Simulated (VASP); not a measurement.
# K2S (Fm-3m) in VASP: single point with HSE06

Aim: the single point of K2S with HSE06.

Everything below comes from runs of VASP 6.6.1. Logs are shortened: lines on timing, memory, paths and dates and some standing lists are left out, and cuts for length are marked.

**1. The cell of the first run**

Symmetry: Fm-3m, No. 225, cubic system. Conventional cell: a = 7.405 Å, b = 7.405 Å, c = 7.405 Å, α = 90.00°, β = 90.00°, γ = 90.00°. K (site symmetry -43m) has 4 S at 3.21 Å and 6 K at 3.70 Å within 4.2 Å. S (site symmetry m-3m) has 8 K at 3.21 Å within 4.2 Å.

**2. Single point, HSE06**

The input, POSCAR:

```
K2S
1.0
    0.0000000000      3.7027186978      3.7027186978
    3.7027186978      0.0000000000      3.7027186978
    3.7027186978      3.7027186978      0.0000000000
K S
2 1
Direct
    0.2500000000      0.2500000000      0.2500000000
    0.7500000000      0.7500000000      0.7500000000
    0.0000000000      0.0000000000      0.0000000000
```

The input, INCAR.step1:

```
SYSTEM = K2S
PREC = Accurate
ENCUT = 400
EDIFF = 1E-5
ISMEAR = 1
SIGMA = 0.001
LREAL = .FALSE.
LASPH = .TRUE.
NELM = 120
ALGO = Normal
ISIF = 2
LWAVE = .TRUE.
LCHARG = .FALSE.
NBANDS = 19
GGA = PE
GGA_COMPAT = .FALSE.
```

The input, INCAR.step2:

```
SYSTEM = K2S
PREC = Accurate
ENCUT = 400
EDIFF = 1E-6
ISMEAR = 1
SIGMA = 0.001
LREAL = .FALSE.
LASPH = .TRUE.
NELM = 120
ALGO = Normal
ISIF = 2
LWAVE = .FALSE.
LCHARG = .FALSE.
GGA = PE
LHFCALC = .TRUE.
HFSCREEN = 0.2079
PRECFOCK = Normal
NBANDS = 19
ISTART = 1
GGA_COMPAT = .FALSE.
```

The input, KPOINTS:

```
regular mesh
0
G
  4 4 4
  0 0 0
```

Potentials or basis: VASP PAW PBE potentials, release 64 (K_sv, S).

Command:

```sh
$ cat potpaw_PBE.64/K_sv/POTCAR potpaw_PBE.64/S/POTCAR > POTCAR
$ cp INCAR.step1 INCAR
$ mpirun -np 1 vasp_std > vasp.out
$ cp INCAR.step2 INCAR
$ mpirun -np 1 vasp_std > vasp.out
```

OUTCAR:

```text
SYSTEM = K2S
   PREC = Accurate
   ENCUT = 400
   EDIFF = 1E-6
   ISMEAR = 1
   LREAL = .FALSE.
   LASPH = .TRUE.
   NELM = 120
   ISIF = 2
   GGA = PE
   LHFCALC = .TRUE.
   HFSCREEN = 0.2079
   PRECFOCK = Normal
   ISTART = 1

 ion  position               nearest neighbor table
   1  0.250  0.250  0.250-   3 3.21   3 3.21   3 3.21   3 3.21   2 3.70   2 3.70   2 3.70   2 3.70
                             2 3.70   2 3.70
   2  0.750  0.750  0.750-   3 3.21   3 3.21   3 3.21   3 3.21   1 3.70   1 3.70   1 3.70   1 3.70
                             1 3.70   1 3.70
   3  0.000  0.000  0.000-   2 3.21   2 3.21   2 3.21   1 3.21   2 3.21   1 3.21   1 3.21   1 3.21

  LATTYP: Found a face centered cubic cell.
 ALAT       =     7.4054373956

  Lattice vectors:

 A1 = (   0.0000000000,   3.7027186978,   3.7027186978)
 A2 = (   3.7027186978,   0.0000000000,   3.7027186978)
 A3 = (   3.7027186978,   3.7027186978,   0.0000000000)

Analysis of symmetry for initial positions (statically):
=====================================================================
 Subroutine PRICEL returns:
 Original cell was already a primitive cell.

 Routine SETGRP: Setting up the symmetry group for a
 face centered cubic supercell.

 Subroutine GETGRP returns: Found 48 space group operations
 (whereof 48 operations were pure point group operations)
 out of a pool of 48 trial point group operations.

The static configuration has the point symmetry O_h .

Analysis of symmetry for dynamics (positions and initial velocities):
=====================================================================
 Subroutine PRICEL returns:
 Original cell was already a primitive cell.

 Routine SETGRP: Setting up the symmetry group for a
 face centered cubic supercell.

 Subroutine GETGRP returns: Found 48 space group operations
 (whereof 48 operations were pure point group operations)
 out of a pool of 48 trial point group operations.

The dynamic configuration has the point symmetry O_h .

 Subroutine INISYM returns: Found 48 space group operations
 (whereof 48 operations are pure point group operations),
 and found     1 'primitive' translations

----------------------------------------------------------------------------------------

                                     Primitive cell

  volume of cell :     101.5295

  direct lattice vectors                    reciprocal lattice vectors
     0.000000000  3.702718698  3.702718698    -0.135035913  0.135035913  0.135035913
     3.702718698  0.000000000  3.702718698     0.135035913 -0.135035913  0.135035913
     3.702718698  3.702718698  0.000000000     0.135035913  0.135035913 -0.135035913

  length of vectors
     5.236435000  5.236435000  5.236435000     0.233889062  0.233889062  0.233889062

  position of ions in fractional coordinates (direct lattice)
     0.250000000  0.250000000  0.250000000
     0.750000000  0.750000000  0.750000000
     0.000000000  0.000000000  0.000000000

  ion indices of the primitive-cell ions
   primitive index   ion index
                 1           1
                 2           2
                 3           3

----------------------------------------------------------------------------------------

 KPOINTS: regular mesh

Automatic generation of k-mesh.
 Grid dimensions read from file:
 generate k-points for:    4    4    4

 Generating k-lattice:

  Cartesian coordinates                     Fractional coordinates (reciprocal lattice)
    -0.033758978  0.033758978  0.033758978     0.250000000  0.000000000  0.000000000
     0.033758978 -0.033758978  0.033758978     0.000000000  0.250000000  0.000000000
     0.033758978  0.033758978 -0.033758978     0.000000000  0.000000000  0.250000000

  Length of vectors
     0.058472266  0.058472266  0.058472266

  Shift w.r.t. Gamma in fractional coordinates (k-lattice)
     0.000000000  0.000000000  0.000000000

 Subroutine IBZKPT returns following result:
 ===========================================

 Found      8 irreducible k-points:

 Following reciprocal coordinates:
            Coordinates               Weight
  0.000000  0.000000  0.000000      1.000000
  0.250000  0.000000  0.000000      8.000000
  0.500000  0.000000  0.000000      4.000000
  0.250000  0.250000  0.000000      6.000000
  0.500000  0.250000  0.000000     24.000000
 -0.250000  0.250000  0.000000     12.000000
  0.500000  0.500000  0.000000      3.000000
 -0.250000  0.500000  0.250000      6.000000
   k-points           NKPTS =      8   k-points in BZ     NKDIM =     64   number of bands    NBANDS=     19
   number of dos      NEDOS =    301   number of ions     NIONS =      3
   total plane-waves  NPLWV =  46656
   dimension x,y,z NGX =    36 NGY =   36 NGZ =   36
   dimension x,y,z NGXF=    72 NGYF=   72 NGZF=   72
   ions per type =               2   1
   NGX,Y,Z   is equivalent  to a cutoff of  11.43, 11.43, 11.43 a.u.
   NGXF,Y,Z  is equivalent  to a cutoff of  22.86, 22.86, 22.86 a.u.
 SYSTEM =  K2S
   PREC   = accura    normal or accurate (medium, high low for compatibility)
   ISTART =      1    job   : 0-new  1-cont  2-samecut
   ICHARG =      0    charge: 1-file 2-atom 10-const
   ISPIN  =      1    spin polarized calculation?
   LNONCOLLINEAR =      F non collinear calculations
   LSORBIT =      F    spin-orbit coupling
   LASPH  =      T    aspherical Exc in radial PAW
   ENCUT  =  400.0 eV  29.40 Ry    5.42 a.u.   8.54  8.54  8.54*2*pi/ulx,y,z
   NELM   =    120;   NELMIN=  2; NELMDL=  0     # of ELM steps
   EDIFF  = 0.1E-05   stopping-criterion for ELM
   LREAL  =      F    real-space projection
   EDIFFG = 0.1E-04   stopping-criterion for IOM
   NSW    =      0    number of steps for IOM
   IBRION =     -1    ionic relax: 0-MD 1-quasi-New 2-CG
   NFREE  =      0    steps in history (QN), initial steepest desc. (CG)
   ISIF   =      2    stress and relaxation
   ISYM   =      3    0-nonsym 1-usesym 2-fastsym
   POTIM  = 0.5000    time-step for ionic-motion
   TEBEG  =    0.0;   TEEND  =   0.0 temperature during run
   PSTRESS=    0.0 pullay stress
   NELECT =      24.0000    total number of electrons
   NUPDOWN=      -1.0000    fix difference up-down
   EMIN   =  10.00;   EMAX   =-10.00  energy-range for DOS
   EFERMI =   0.00;   METHOD = LEGACY
   ISMEAR =     1;   SIGMA  =   0.00  broadening in eV -4-tet -1-fermi 0-gaus
   EFERMI_NEDOS =   21; number of points for ismear=-14 and -15
   IALGO  =     38    algorithm
   IMIX   =      1    mixing-type and parameters
     AMIX     =   0.40;   BMIX     =  1.00
     AMIX_MAG =   1.60;   BMIX_MAG =  1.00
  volume/ion in A,a.u.               =      33.84       228.38
  Fermi-wavevector in a.u.,A,eV,Ry     =   1.012235  1.912846 13.940787  1.024619
  Thomas-Fermi vector in A             =   2.145332
   LORBIT       =      0    0 simple, 1 ext, 2 COOP (PROOUT), +10 PAW based schemes
   GGA     = PE    functional components
   LHFCALC =     T    Hartree Fock is set to
   PRECFOCK=normal    Normal, Fast or Accurate (Low or Medium for compatibility)
   ENCUT4O =  -1.0   cutoff for four orbital integrals eV
   NKREDX  =     1    reduce k-point grid by
   NKREDY  =     1    reduce k-point grid by
   NKREDZ  =     1    reduce k-point grid by
   AEXX    =    0.2500 exact exchange contribution
   HFSCREEN=    0.2079 screening length (either q_TF or 0.3 A-1)
   HFSCREENC=   0.2079 screening length for correlation (either q_TF or 0.3 A-1)
   ENCUTFOCK=  -1.0 apply spherical cutoff to Coloumb kernel
   IVDW    =     0    specifies the selected vdW correction
   LEPSILON=     F    determine dielectric tensor
   LRPA    =     F    only Hartree local field effects (RPA)
 non-spin polarized calculation
 Methfessel and Paxton  Order N= 1 SIGMA  =   0.00
  energy-cutoff  :      400.00
  volume of cell :      101.53
 maximum number of plane-waves:      1859
 NGX is ok and might be reduce to    36
  NGX = 28; NGY = 28; NGZ = 28

 number of electron      23.9999996 magnetization

 Free energy of the ion-electron system (eV)
  ---------------------------------------------------
  ext. energy  EPLUGINS =         0.00000000
  ---------------------------------------------------
  free energy    TOTEN  =       -10.84553753 eV

  energy without entropy =      -10.84553753  energy(sigma->0) =      -10.84553753

 E-fermi :  -0.9805     XC(G=0):  -6.1550

 val. band max:       -1.0424986958   @ k =   0.5000   0.5000   0.0000
 cond. band min:       2.2628414707   @ k =   0.0000   0.0000   0.0000
 fundamental gap:      3.3053401665
 Fermi energy:        -0.9805177575

 k-point     1 :       0.0000    0.0000    0.0000
  band No.  band energies     occupation
      1     -32.6185      2.00000
      2     -32.5336      2.00000
      3     -14.8551      2.00000
      4     -14.8551      2.00000
      5     -14.8551      2.00000
      6     -14.6137      2.00000
[... 11 lines left out ...]
     18       7.7159      0.00000
     19       8.5455      0.00000

 k-point     2 :       0.2500    0.0000    0.0000
  band No.  band energies     occupation
      1     -32.6055      2.00000
      2     -32.5455      2.00000
      3     -14.8489      2.00000
      4     -14.8244      2.00000
      5     -14.8244      2.00000
      6     -14.7044      2.00000
[... 11 lines left out ...]
     18       8.0033      0.00000
     19       8.0033      0.00000

 k-point     3 :       0.5000    0.0000    0.0000
  band No.  band energies     occupation
      1     -32.5750      2.00000
      2     -32.5749      2.00000
      3     -14.8659      2.00000
      4     -14.7641      2.00000
      5     -14.7499      2.00000
      6     -14.7499      2.00000
[... 11 lines left out ...]
     18       7.9279      0.00000
     19       8.1117      0.00000

 k-point     4 :       0.2500    0.2500    0.0000
  band No.  band energies     occupation
      1     -32.6035      2.00000
      2     -32.5470      2.00000
      3     -14.8892      2.00000
      4     -14.8892      2.00000
      5     -14.8620      2.00000
      6     -14.7019      2.00000
[... 11 lines left out ...]
     18       7.7066      0.00000
     19       7.9789      0.00000

 k-point     5 :       0.5000    0.2500    0.0000
  band No.  band energies     occupation
      1     -32.5847      2.00000
      2     -32.5647      2.00000
      3     -15.0026      2.00000
      4     -14.8813      2.00000
      5     -14.8690      2.00000
      6     -14.6365      2.00000
[... 11 lines left out ...]
     18       7.5915      0.00000
     19       8.4434      0.00000

 k-point     6 :      -0.2500    0.2500    0.0000
  band No.  band energies     occupation
      1     -32.5890      2.00000
      2     -32.5608      2.00000
      3     -14.9660      2.00000
      4     -14.8263      2.00000
      5     -14.7696      2.00000
      6     -14.7377      2.00000
[... 11 lines left out ...]
     18       7.4903      0.00000
     19       8.3804      0.00000

 k-point     7 :       0.5000    0.5000    0.0000
  band No.  band energies     occupation
      1     -32.5885      2.00000
      2     -32.5603      2.00000
      3     -15.0862      2.00000
      4     -14.9226      2.00000
      5     -14.9226      2.00000
      6     -14.5751      2.00000
[... 11 lines left out ...]
     18       7.8082      0.00000
     19       8.0411      0.00000

 k-point     8 :      -0.2500    0.5000    0.2500
  band No.  band energies     occupation
      1     -32.5745      2.00000
      2     -32.5745      2.00000
      3     -15.0613      2.00000
      4     -14.9493      2.00000
      5     -14.7523      2.00000
      6     -14.7523      2.00000
[... 11 lines left out ...]
     18       7.5862      0.00000
     19       8.1306      0.00000

------------------------ aborting loop because EDIFF is reached ----------------------------------------

  FORCE on cell =-STRESS in cart. coord.  units (eV):
  Direction    XX          YY          ZZ          XY          YZ          ZX
  --------------------------------------------------------------------------------------
  -------------------------------------------------------------------------------------
  Total        0.1282240      0.1282240      0.1282240     -0.0000000      0.0000000      0.0000000
  in kB        2.0234282      2.0234282      2.0234282     -0.0000000      0.0000000      0.0000000
  external PRESSURE =       2.0234282 kB  Pullay stress =       0.0000000 kB

 VOLUME and BASIS-vectors are now :
 -----------------------------------------------------------------------------
  energy-cutoff  :      400.00
  volume of cell :      101.53
      direct lattice vectors                 reciprocal lattice vectors
     0.000000000  3.702718698  3.702718698    -0.135035913  0.135035913  0.135035913
     3.702718698  0.000000000  3.702718698     0.135035913 -0.135035913  0.135035913
     3.702718698  3.702718698  0.000000000     0.135035913  0.135035913 -0.135035913

 POSITION                                       TOTAL-FORCE (eV/Angst)
 -----------------------------------------------------------------------------------
      1.85136      1.85136      1.85136        -0.000000      0.000000      0.000000
      5.55408      5.55408      5.55408         0.000000      0.000000     -0.000000
      0.00000      0.00000      0.00000        -0.000000     -0.000000      0.000000
 -----------------------------------------------------------------------------------
    total drift:                                0.000001      0.000002      0.000001

  FREE ENERGIE OF THE ION-ELECTRON SYSTEM (eV)
  ---------------------------------------------------
  free  energy   TOTEN  =       -10.8455375265 eV

  energy  without entropy=      -10.8455375265  energy(sigma->0) =      -10.84553753
```

Wall time 7.9 min (1 thread of Intel Xeon Platinum 8559C (Emerald Rapids), shared host); peak memory 0.32 GiB.

Results:

```
Free energy            : -10.8455 eV
Pressure               : 0.2 GPa
Band gap on the k mesh : 3.31 eV (least direct gap 3.49 eV)
```

Caveat: the PAW data sets were made with another functional, which shifts forces and pressure a little.
